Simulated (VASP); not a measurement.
# HfS4H4 in VASP: further runs

The runs below take HfS4H4 through single point, with PBE.

Program: VASP 6.6.1. These are calculated values, not measurements. Logs are shortened: lines on timing, memory, paths and dates and some standing lists are left out, and cuts for length are marked.

## Step 1: The cell of the first run

The cell holds a molecule in a box, 9 atoms: a = 12.530 Å, b = 12.530 Å, c = 13.250 Å, α = 90.00°, β = 90.00°, γ = 90.00°.

## Step 2: Single point, PBE

File INCAR:

```
SYSTEM = HfH4S4
  PREC = Accurate
  ENCUT = 520
  EDIFF = 1E-6
  ISMEAR = 0
  SIGMA = 0.01
  LREAL = .False.
  LASPH = .True.
  NELM = 80
  ALGO = Normal
  ISIF = 2
  LWAVE = .False.
  LCHARG = .True.
  GGA = PE
  LELF = .True.
  LVHAR = .True.
  NBANDS = 29
```

File KPOINTS:

```
regular mesh
0
Gamma
  1 1 1
  0 0 0
```

File POSCAR:

```
HfH4S4
1.0
   12.5300000000      0.0000000000      0.0000000000
    0.0000000000     12.5300000000      0.0000000000
    0.0000000000      0.0000000000     13.2500000000
Hf S H
1 4 4
Direct
    0.5000135700      0.5000215500      0.5001343400
    0.6072130900      0.6185323200      0.6048996200
    0.3928140500      0.3815107700      0.6048996200
    0.6185283300      0.3928204300      0.3953705700
    0.3814988000      0.6072226700      0.3953705700
    0.6408890700      0.5340008000      0.6606475500
    0.3591380700      0.4660423000      0.6606475500
    0.5339936200      0.3591380700      0.3396226400
    0.4660335200      0.6409050300      0.3396226400
```

Potentials or basis: VASP PAW PBE potentials, release 64 (Hf_pv, S, H).

The run is started by

```sh
> cat potpaw_PBE.64/Hf_pv/POTCAR potpaw_PBE.64/S/POTCAR potpaw_PBE.64/H/POTCAR > POTCAR
> mpirun -np 1 vasp_gam > vasp.out
```

OUTCAR:

```text
SYSTEM = HfH4S4
   PREC = Accurate
   ENCUT = 520
   EDIFF = 1E-6
   ISMEAR = 0
   LREAL = .False.
   LASPH = .True.
   NELM = 80
   ISIF = 2
   GGA = PE

 ion  position               nearest neighbor table
   1  0.500  0.500  0.500-   2 2.44   3 2.44   4 2.44   5 2.44
   2  0.607  0.619  0.605-   6 1.36   1 2.44
   3  0.393  0.382  0.605-   7 1.36   1 2.44
   4  0.619  0.393  0.395-   8 1.36   1 2.44
   5  0.381  0.607  0.395-   9 1.36   1 2.44
   6  0.641  0.534  0.661-   2 1.36
   7  0.359  0.466  0.661-   3 1.36
   8  0.534  0.359  0.340-   4 1.36
   9  0.466  0.641  0.340-   5 1.36

  LATTYP: Found a simple tetragonal cell.
 ALAT       =    12.5300000000
 C/A-ratio  =     1.0574620910

  Lattice vectors:

 A1 = (  12.5300000000,   0.0000000000,   0.0000000000)
 A2 = (   0.0000000000,  12.5300000000,   0.0000000000)
 A3 = (   0.0000000000,   0.0000000000,  13.2500000000)

Analysis of symmetry for initial positions (statically):
=====================================================================
 Subroutine PRICEL returns:
 Original cell was already a primitive cell.

 Routine SETGRP: Setting up the symmetry group for a
 simple tetragonal supercell.

 Subroutine GETGRP returns: Found  4 space group operations
 (whereof  1 operations were pure point group operations)
 out of a pool of 16 trial point group operations.

The static configuration has the point symmetry C_1 .
 The point group associated with its full space group is S_4 .

Analysis of symmetry for dynamics (positions and initial velocities):
=====================================================================
 Subroutine PRICEL returns:
 Original cell was already a primitive cell.

 Routine SETGRP: Setting up the symmetry group for a
 simple tetragonal supercell.

 Subroutine GETGRP returns: Found  4 space group operations
 (whereof  1 operations were pure point group operations)
 out of a pool of 16 trial point group operations.

The dynamic configuration has the point symmetry C_1 .
 The point group associated with its full space group is S_4 .

 Subroutine INISYM returns: Found  4 space group operations
 (whereof  1 operations are pure point group operations),
 and found     1 'primitive' translations

----------------------------------------------------------------------------------------

                                     Primitive cell

  volume of cell :    2080.2619

  direct lattice vectors                    reciprocal lattice vectors
    12.530000000  0.000000000  0.000000000     0.079808460  0.000000000  0.000000000
     0.000000000 12.530000000  0.000000000     0.000000000  0.079808460  0.000000000
     0.000000000  0.000000000 13.250000000     0.000000000  0.000000000  0.075471698

  length of vectors
    12.530000000 12.530000000 13.250000000     0.079808460  0.079808460  0.075471698

  position of ions in fractional coordinates (direct lattice)
     0.500013570  0.500021550  0.500134340
     0.607213090  0.618532320  0.604899620
     0.392814050  0.381510770  0.604899620
     0.618528330  0.392820430  0.395370570
     0.381498800  0.607222670  0.395370570
     0.640889070  0.534000800  0.660647550
     0.359138070  0.466042300  0.660647550
     0.533993620  0.359138070  0.339622640
     0.466033520  0.640905030  0.339622640

  ion indices of the primitive-cell ions
   primitive index   ion index
                 1           1
                 2           2
                 3           3
                 4           4
                 5           5
                 6           6
                 7           7
                 8           8
                 9           9

----------------------------------------------------------------------------------------

 KPOINTS: regular mesh

Automatic generation of k-mesh.
 Grid dimensions read from file:
 generate k-points for:    1    1    1

 Generating k-lattice:

  Cartesian coordinates                     Fractional coordinates (reciprocal lattice)
     0.079808460  0.000000000  0.000000000     1.000000000  0.000000000  0.000000000
     0.000000000  0.079808460  0.000000000     0.000000000  1.000000000  0.000000000
     0.000000000  0.000000000  0.075471698     0.000000000  0.000000000  1.000000000

  Length of vectors
     0.079808460  0.079808460  0.075471698

  Shift w.r.t. Gamma in fractional coordinates (k-lattice)
     0.000000000  0.000000000  0.000000000

 Subroutine IBZKPT returns following result:
 ===========================================

 Found      1 irreducible k-points:

 Following reciprocal coordinates:
            Coordinates               Weight
  0.000000  0.000000  0.000000      1.000000
   k-points           NKPTS =      1   k-points in BZ     NKDIM =      1   number of bands    NBANDS=     29
   number of dos      NEDOS =    301   number of ions     NIONS =      9
   total plane-waves  NPLWV = 921600
   dimension x,y,z NGX =    96 NGY =   96 NGZ =  100
   dimension x,y,z NGXF=   192 NGYF=  192 NGZF=  200
   ions per type =               1   4   4
   NGX,Y,Z   is equivalent  to a cutoff of  12.74, 12.74, 12.55 a.u.
   NGXF,Y,Z  is equivalent  to a cutoff of  25.47, 25.47, 25.09 a.u.
 SYSTEM =  HfH4S4
   PREC   = accura    normal or accurate (medium, high low for compatibility)
   ISTART =      0    job   : 0-new  1-cont  2-samecut
   ICHARG =      2    charge: 1-file 2-atom 10-const
   ISPIN  =      1    spin polarized calculation?
   LNONCOLLINEAR =      F non collinear calculations
   LSORBIT =      F    spin-orbit coupling
   LASPH  =      T    aspherical Exc in radial PAW
   ENCUT  =  520.0 eV  38.22 Ry    6.18 a.u.  23.30 23.30 24.64*2*pi/ulx,y,z
   NELM   =     80;   NELMIN=  2; NELMDL= -5     # of ELM steps
   EDIFF  = 0.1E-05   stopping-criterion for ELM
   LREAL  =      F    real-space projection
[... 7 lines left out ...]
   TEBEG  =    0.0;   TEEND  =   0.0 temperature during run
   PSTRESS=    0.0 pullay stress
   NELECT =      38.0000    total number of electrons
   NUPDOWN=      -1.0000    fix difference up-down
   EMIN   =  10.00;   EMAX   =-10.00  energy-range for DOS
   EFERMI =   0.00;   METHOD = LEGACY
   ISMEAR =     0;   SIGMA  =   0.01  broadening in eV -4-tet -1-fermi 0-gaus
   EFERMI_NEDOS =   21; number of points for ismear=-14 and -15
   IALGO  =     38    algorithm
   IMIX   =      4    mixing-type and parameters
     AMIX     =   0.40;   BMIX     =  1.00
     AMIX_MAG =   1.60;   BMIX_MAG =  1.00
  volume/ion in A,a.u.               =     231.14      1559.81
  Fermi-wavevector in a.u.,A,eV,Ry     =   0.431152  0.814758  2.529210  0.185892
  Thomas-Fermi vector in A             =   1.400132
   LORBIT       =      0    0 simple, 1 ext, 2 COOP (PROOUT), +10 PAW based schemes
   GGA     = PE    functional components
   LHFCALC =     F    Hartree Fock is set to
   AEXX    =    0.0000 exact exchange contribution
   IVDW    =     0    specifies the selected vdW correction
   LEPSILON=     F    determine dielectric tensor
   LRPA    =     F    only Hartree local field effects (RPA)
 non-spin polarized calculation
 Gauss-broadening in eV      SIGMA  =   0.01
  energy-cutoff  :      520.00
  volume of cell :     2080.26
 maximum number of plane-waves:     28023
 NGX is ok and might be reduce to    96
   NGX = 47   NGY = 47   NGZ = 49

 number of electron      37.9999997 magnetization

 Free energy of the ion-electron system (eV)
  ---------------------------------------------------
  ext. energy  EPLUGINS =         0.00000000
  ---------------------------------------------------
  free energy    TOTEN  =       -43.96429370 eV

  energy without entropy =      -43.96429370  energy(sigma->0) =      -43.96429370

 E-fermi :  -6.1175     XC(G=0):  -1.1929

 val. band max:       -6.1846673332   @ k =   0.0000   0.0000   0.0000
 cond. band min:      -2.5490374839   @ k =   0.0000   0.0000   0.0000
 fundamental gap:      3.6356298494
 Fermi energy:        -6.1175191545

 k-point     1 :       0.0000    0.0000    0.0000
  band No.  band energies     occupation
      1     -35.8612      2.00000
      2     -35.8612      2.00000
      3     -35.8294      2.00000
      4     -17.7115      2.00000
      5     -17.4327      2.00000
      6     -17.4251      2.00000
[... 21 lines left out ...]
     28       0.0518      0.00000
     29       0.5374      0.00000

------------------------ aborting loop because EDIFF is reached ----------------------------------------

  FORCE on cell =-STRESS in cart. coord.  units (eV):
  Direction    XX          YY          ZZ          XY          YZ          ZX
  --------------------------------------------------------------------------------------
  -------------------------------------------------------------------------------------
  Total       -0.9914546     -0.9914546     -1.2422600      0.0000012      0.0000000      0.0000000
  in kB       -0.7635990     -0.7635990     -0.9567645      0.0000009      0.0000000      0.0000000
  external PRESSURE =      -0.8279875 kB  Pullay stress =       0.0000000 kB

 VOLUME and BASIS-vectors are now :
 -----------------------------------------------------------------------------
  energy-cutoff  :      520.00
  volume of cell :     2080.26
      direct lattice vectors                 reciprocal lattice vectors
    12.530000000  0.000000000  0.000000000     0.079808460  0.000000000  0.000000000
     0.000000000 12.530000000  0.000000000     0.000000000  0.079808460  0.000000000
     0.000000000  0.000000000 13.250000000     0.000000000  0.000000000  0.075471698

 POSITION                                       TOTAL-FORCE (eV/Angst)
 -----------------------------------------------------------------------------------
      6.26517      6.26527      6.62678        -0.000000      0.000000      0.000000
      7.60838      7.75021      8.01492        -0.108801     -0.164601     -0.146778
      4.92196      4.78033      8.01492         0.108801      0.164601     -0.146778
      7.75016      4.92204      5.23866        -0.164601      0.108801      0.146778
      4.78018      7.60850      5.23866         0.164601     -0.108801      0.146778
      8.03034      6.69103      8.75358        -0.042345      0.023219     -0.040457
      4.50000      5.83951      8.75358         0.042345     -0.023219     -0.040457
      6.69094      4.50000      4.50000         0.023219      0.042345      0.040457
      5.83940      8.03054      4.50000        -0.023219     -0.042345      0.040457
 -----------------------------------------------------------------------------------
    total drift:                                0.000070      0.000086     -0.040793

  FREE ENERGIE OF THE ION-ELECTRON SYSTEM (eV)
  ---------------------------------------------------
  free  energy   TOTEN  =       -43.9642937039 eV

  energy  without entropy=      -43.9642937039  energy(sigma->0) =      -43.96429370
```

Wall time 3.4 min (1 thread of Intel Xeon Platinum 8488C (Sapphire Rapids), shared host); peak memory 1.4 GiB.

What came out:

| Quantity | Value |
| --- | --- |
| Free energy | -43.9643 eV |
| Largest force | 0.246 eV/Å |
| Gap between the frontier levels | 3.64 eV |

Forces on the atoms (eV/Å):
```
Hf   0.000  0.000  0.000
S   -0.109 -0.165 -0.147
S    0.109  0.165 -0.147
S   -0.165  0.109  0.147
S    0.165 -0.109  0.147
H   -0.042  0.023 -0.040
H    0.042 -0.023 -0.040
H    0.023  0.042  0.040
H   -0.023 -0.042  0.040
```

Caveat: spin-orbit coupling is left out, which moves the levels of the heavy elements.

## Step 3: Single point, PBE, non-collinear spin, zero start, spin-orbit coupling

File INCAR:

```
PREC = Accurate
ENCUT = 520
EDIFF = 1E-7
ISMEAR = 0
SIGMA = 0.01
LREAL = F
LASPH = T
NELM = 150
ALGO = Normal
ISIF = 2
LWAVE = F
LCHARG = F
MAGMOM = 0 0 0 0 0 0 0 0 0 0 0 0 0 0 0 0 0 0 0 0 0 0 0 0 0 0 0
LORBIT = 11
LSORBIT = T
GGA_COMPAT = F
LORBMOM = T
LMAXMIX = 4
GGA = PE
NBANDS = 57
```

File KPOINTS:

```
regular mesh
0
Gamma
  1 1 1
```

POSCAR is that of step 2.

Potentials or basis: VASP PAW PBE potentials, release 64 (Hf_pv, S, H).

The run is started by

```sh
> cat potpaw_PBE.64/Hf_pv/POTCAR potpaw_PBE.64/S/POTCAR potpaw_PBE.64/H/POTCAR > POTCAR
> mpirun -np 1 vasp_ncl > vasp.out
```

OUTCAR:

```text
PREC = Accurate
   ENCUT = 520
   EDIFF = 1E-7
   ISMEAR = 0
   LREAL = F
   LASPH = T
   NELM = 150
   ISIF = 2
   LORBIT = 11
   LSORBIT = T
   GGA = PE

 ion  position               nearest neighbor table
   1  0.500  0.500  0.500-   2 2.44   3 2.44   4 2.44   5 2.44
   2  0.607  0.619  0.605-   6 1.36   1 2.44
   3  0.393  0.382  0.605-   7 1.36   1 2.44
   4  0.619  0.393  0.395-   8 1.36   1 2.44
   5  0.381  0.607  0.395-   9 1.36   1 2.44
   6  0.641  0.534  0.661-   2 1.36
   7  0.359  0.466  0.661-   3 1.36
   8  0.534  0.359  0.340-   4 1.36
   9  0.466  0.641  0.340-   5 1.36

  LATTYP: Found a simple tetragonal cell.
 ALAT       =    12.5300000000
 C/A-ratio  =     1.0574620910

  Lattice vectors:

 A1 = (  12.5300000000,   0.0000000000,   0.0000000000)
 A2 = (   0.0000000000,  12.5300000000,   0.0000000000)
 A3 = (   0.0000000000,   0.0000000000,  13.2500000000)

Analysis of symmetry for initial positions (statically):
=====================================================================
 Subroutine PRICEL returns:
 Original cell was already a primitive cell.

 Routine SETGRP: Setting up the symmetry group for a
 simple tetragonal supercell.

 Subroutine GETGRP returns: Found  4 space group operations
 (whereof  1 operations were pure point group operations)
 out of a pool of 16 trial point group operations.

The static configuration has the point symmetry C_1 .
 The point group associated with its full space group is S_4 .

Analysis of symmetry for dynamics (positions and initial velocities):
=====================================================================
 Subroutine PRICEL returns:
 Original cell was already a primitive cell.

 Routine SETGRP: Setting up the symmetry group for a
 simple tetragonal supercell.

 Subroutine GETGRP returns: Found  4 space group operations
[... 307 lines left out ...]
            0.000  -0.000   0.000

 Spin-Orbit-Coupling matrix elements

 Ion:    1  E_soc:     -1.3252827
 l=   1
     0.0000000    -0.2134155    -0.2128506
    -0.2134155     0.0000000    -0.2134155
    -0.2128506    -0.2134155     0.0000000
 l=   2
     0.0000000    -0.0021728     0.0000000    -0.0021728    -0.0051942
    -0.0021728     0.0000000    -0.0042633    -0.0021964    -0.0013484
     0.0000000    -0.0042633     0.0000000    -0.0042633     0.0000000
    -0.0021728    -0.0021964    -0.0042633     0.0000000    -0.0013484
    -0.0051942    -0.0013484     0.0000000    -0.0013484     0.0000000
 l=   3
     0.0000000     0.0000000     0.0000000     0.0000000     0.0000000     0.0000000     0.0000000
     0.0000000     0.0000000     0.0000000     0.0000000     0.0000000     0.0000000     0.0000000
     0.0000000     0.0000000     0.0000000     0.0000000     0.0000000     0.0000000     0.0000000
     0.0000000     0.0000000     0.0000000     0.0000000     0.0000000     0.0000000     0.0000000
[... 149 lines left out ...]
 l=   2
     0.0000000     0.0000000     0.0000000     0.0000000     0.0000000
     0.0000000     0.0000000     0.0000000     0.0000000     0.0000000
     0.0000000     0.0000000     0.0000000     0.0000000     0.0000000
     0.0000000     0.0000000     0.0000000     0.0000000     0.0000000
     0.0000000     0.0000000     0.0000000     0.0000000     0.0000000
 l=   3
     0.0000000     0.0000000     0.0000000     0.0000000     0.0000000     0.0000000     0.0000000
     0.0000000     0.0000000     0.0000000     0.0000000     0.0000000     0.0000000     0.0000000
     0.0000000     0.0000000     0.0000000     0.0000000     0.0000000     0.0000000     0.0000000
     0.0000000     0.0000000     0.0000000     0.0000000     0.0000000     0.0000000     0.0000000
     0.0000000     0.0000000     0.0000000     0.0000000     0.0000000     0.0000000     0.0000000
     0.0000000     0.0000000     0.0000000     0.0000000     0.0000000     0.0000000     0.0000000
     0.0000000     0.0000000     0.0000000     0.0000000     0.0000000     0.0000000     0.0000000

 total charge

# of ion       s       p       d       tot
------------------------------------------
    1        0.364   6.471   1.515   8.351
    2        1.339   2.427   0.000   3.766
    3        1.339   2.427   0.000   3.766
    4        1.339   2.427   0.000   3.766
    5        1.339   2.427   0.000   3.766
    6        0.545   0.037   0.000   0.582
    7        0.545   0.037   0.000   0.582
    8        0.545   0.037   0.000   0.582
    9        0.545   0.037   0.000   0.582
--------------------------------------------------
tot          7.902  16.325   1.515  25.742

 magnetization (x)

# of ion       s       p       d       tot
------------------------------------------
    1        0.000   0.000   0.000   0.000
    2       -0.000  -0.000   0.000  -0.000
    3        0.000   0.000   0.000   0.000
    4       -0.000   0.000   0.000   0.000
    5        0.000  -0.000   0.000  -0.000
    6        0.000   0.000   0.000   0.000
    7       -0.000  -0.000   0.000  -0.000
    8        0.000   0.000   0.000   0.000
    9       -0.000  -0.000   0.000  -0.000
--------------------------------------------------
tot          0.000  -0.000   0.000  -0.000

 magnetization (y)

# of ion       s       p       d       tot
------------------------------------------
    1        0.000   0.000   0.000   0.000
    2        0.000  -0.000   0.000  -0.000
    3       -0.000   0.000   0.000   0.000
    4       -0.000  -0.000   0.000  -0.000
    5        0.000   0.000   0.000   0.000
    6       -0.000  -0.000   0.000  -0.000
    7        0.000   0.000   0.000   0.000
    8        0.000   0.000   0.000   0.000
    9       -0.000  -0.000   0.000  -0.000
--------------------------------------------------
tot          0.000   0.000   0.000   0.000

 magnetization (z)

# of ion       s       p       d       tot
------------------------------------------
    1        0.000  -0.000  -0.000  -0.000
    2        0.000   0.000   0.000   0.000
    3        0.000   0.000   0.000   0.000
    4        0.000   0.000   0.000   0.000
    5        0.000   0.000   0.000   0.000
    6        0.000  -0.000   0.000   0.000
    7        0.000  -0.000   0.000   0.000
    8        0.000  -0.000   0.000   0.000
    9        0.000  -0.000   0.000   0.000
--------------------------------------------------
tot          0.000   0.000  -0.000  -0.000
```

OSZICAR:

```text
N       E                     dE             d eps       ncg     rms          rms(c)
DAV:   1     0.232295915141E+03    0.23230E+03   -0.10812E+04   146   0.788E+02
DAV:   2     0.335624720465E+02   -0.19873E+03   -0.19073E+03   163   0.135E+02
[... 21 lines left out ...]
DAV:  24    -0.446378916401E+02   -0.81785E-05   -0.25069E-07   131   0.132E-03    0.179E-03
DAV:  25    -0.446378944536E+02   -0.28135E-05   -0.35536E-08   115   0.675E-04    0.589E-04
DAV:  26    -0.446378958501E+02   -0.13965E-05   -0.12400E-08   107   0.474E-04    0.191E-04
DAV:  27    -0.446378966548E+02   -0.80470E-06    0.19006E-09   115   0.390E-04    0.913E-05
DAV:  28    -0.446378969590E+02   -0.30415E-06    0.11137E-08    98   0.307E-04    0.266E-04
DAV:  29    -0.446378970273E+02   -0.68290E-07    0.19907E-08    92   0.152E-04
   1 F= -.44637897E+02 E0= -.44637897E+02  d E =-.745606E-17  mag=    -0.0000    -0.0000    -0.0000
```

stdout:

```text
POSCAR found type information on POSCAR HfS H
 POSCAR found :  3 types and       9 ions
 scaLAPACK will be used
 LDA part: xc-table for (Slater+PW92), standard interpolation
 POSCAR, INCAR and KPOINTS ok, starting setup
 FFT: planning ... GRIDC
 FFT: planning ... GRID_SOFT
 FFT: planning ... GRID
 WAVECAR not read
 entering main loop
```

Wall time 28 min (1 thread of Intel Xeon Platinum 8488C (Sapphire Rapids), shared host); peak memory 4.8 GiB.

What came out:

```
Free energy                                           : -44.6379 eV
Largest force                                         : 0.252 eV/Å
Net moment                                            : 0.00 μB per cell
Valence electrons inside the program's atomic spheres : Hf 8.35; S 3.77; H 0.58
```

Forces on the atoms (eV/Å):
```
Hf   0.000  0.000  0.000
S   -0.112 -0.169 -0.150
S    0.112  0.169 -0.150
S   -0.169  0.112  0.150
S    0.169 -0.112  0.150
H   -0.043  0.024 -0.041
H    0.043 -0.024 -0.041
H    0.024  0.043  0.041
H   -0.024 -0.043  0.041
```

Moments on the atoms (μB; x, y, z):
```
Hf  0.00 0.00 0.00
S   0.00 0.00 0.00
S   0.00 0.00 0.00
S   0.00 0.00 0.00
S   0.00 0.00 0.00
H   0.00 0.00 0.00
H   0.00 0.00 0.00
H   0.00 0.00 0.00
H   0.00 0.00 0.00
```
